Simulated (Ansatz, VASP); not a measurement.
This is a calculation of HfO2 for VASP 6.6.1.

The input INCAR:

```
SYSTEM = HfO2
PREC     = Accurate       ! precision mode
ENCUT    = 520            ! plane-wave cutoff, eV
EDIFF    = 1E-7           ! SCF threshold, eV
ISMEAR   = -1             ! smearing method
SIGMA    = 0.05           ! smearing width, eV
LREAL    = .FALSE.        ! projectors in reciprocal space
LASPH    = .TRUE.         ! aspherical terms in the spheres
NELM     = 60             ! most SCF steps
ALGO     = Normal         ! electronic algorithm
ISIF     = 2              ! what is computed and relaxed
LWAVE    = .FALSE.        ! write WAVECAR
LCHARG   = .FALSE.        ! write CHGCAR
GGA      = PE             ! functional
IVDW     = 13             ! dispersion correction
NBANDS   = 18             ! bands
```

File KPOINTS:

```
regular mesh
0
G
  9 9 9
  0 0 0
```

Contents of POSCAR:

```
HfO2
1.0
    0.0000000000      2.5575000000      2.5575000000
    2.5575000000      0.0000000000      2.5575000000
    2.5575000000      2.5575000000      0.0000000000
Hf O
1 2
Direct
    0.0000000000      0.0000000000      0.0000000000
    0.7500000000      0.7500000000      0.7500000000
    0.2500000000      0.2500000000      0.2500000000
```

Potentials or basis: VASP PAW PBE potentials, release 64 (Hf_pv, O).

Launch:

```bash
$ cat potpaw_PBE.64/Hf_pv/POTCAR potpaw_PBE.64/O/POTCAR > POTCAR
$ mpirun -np 1 vasp_std > vasp.out
```

Question: Set up the same calculation for Ansatz 0.2.0. Potentials there: Ansatz PAW.

Answer: As run (the cutoff follows the program's own potentials):

Contents of input.yaml:

```yaml
crystal:
  lattice:
    - [0.0, 2.5575, 2.5575]
    - [2.5575, 0.0, 2.5575]
    - [2.5575, 2.5575, 0.0]
  atoms:
    - { symbol: Hf, position: [0.0, 0.0, 0.0] }
    - { symbol: O, position: [0.75, 0.75, 0.75] }
    - { symbol: O, position: [0.25, 0.25, 0.25] }
hamiltonian:
  xc: pbe
  pseudopotentials: { kind: paw }
  dispersion: d4
kpoints:
  mp_grid: { grid: [9, 9, 9] }
scf:
  occupations: { method: fermi_dirac, width: 0.05 }
output:
  forces: true
  stress: true
  eigenvalues: true
```

Potentials or basis: Ansatz PAW.

Command:

```bash
$ ansatz run input.yaml --threads 2 --pin off --max-ram 5120MiB --backend cpu --events-out ev --progress --plain --runs-dir out
```

Both were run:

|  | VASP | Ansatz | Ansatz less VASP |
| --- | --- | --- | --- |
| gap on the k mesh at the Fermi level (eV) | 3.84 | 3.83 | -0.008 |
| least direct gap on the mesh (eV) | 3.95 | 3.94 | -0.008 |
| pressure (GPa) | -9.2 | -5.6 | +3.54 |

VASP's potentials hold 22 valence electrons a cell and Ansatz's 38, so a difference there can come from the potentials and not from the codes.

Neither program's run includes spin-orbit coupling. Noted on Ansatz's run: odd divisions of the mesh miss points on the zone boundary, where band edges often lie, so the gap on the mesh can be too wide.
